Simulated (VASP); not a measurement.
## Al2Cu: single point with PBEsol

The system is Al2Cu.

```
Al Cu
1.0
     4.10518    0.00000    0.00000
     0.00000    4.10518    0.00000
     0.00000    0.00000    2.89131
Al Cu
2 1
Cartesian
  2.0526 0.0000 1.4457
  0.0000 2.0526 1.4457
  0.0000 0.0000 0.0000
```

```json
{
 "Program": "VASP 6.6.1",
 "Task": "single point",
 "Functional": "PBEsol",
 "Potentials or basis": "VASP PAW PBE potentials, release 64 (Al, Cu)",
 "Cutoff": "520 eV",
 "k mesh": "10 × 10 × 14",
 "Occupations": "fermi-dirac, width 0.01 eV",
 "Spin": "no spin polarisation",
 "Dipole correction": "no",
 "Further INCAR settings": "ALGO = Fast; EDIFF = 1e-06; NBANDS = 16"
}
```

```
Pressure               : -2.2 GPa
Band gap on the k mesh : zero (an odd number of electrons rules out a gap without spin polarisation)
```

Stress tensor (GPa, compression positive):
```
-1.90  0.00  0.00
 0.00 -1.90  0.00
 0.00  0.00 -2.80
```

Levels at points of the mesh, in eV from the Fermi level:
```
           k point  band 7  band 8  band 9  band 10  band 11  band 12
(0.00, 0.00, 0.00)   -2.32   -2.32   -0.05     0.91     5.98     6.20
(0.50, 0.00, 0.00)   -4.00   -1.01    1.60     1.77     1.95     7.37
(0.50, 0.50, 0.00)   -4.03   -4.03   -2.38     8.58     8.58     9.30
(0.00, 0.00, 0.50)   -2.97    2.56    2.56     2.56     2.79     2.79
(0.50, 0.00, 0.50)   -3.01   -2.44   -1.67     3.69     4.02     4.39
(0.50, 0.50, 0.50)   -2.21   -2.21   -0.86    -0.85    -0.04    -0.04
```

It took 3.1 min on 1 thread of Intel Xeon 8259CL, with other jobs on the host, peak memory 0.26 GiB.

Caveat: the PAW data sets were made with another functional, which shifts forces and pressure a little.
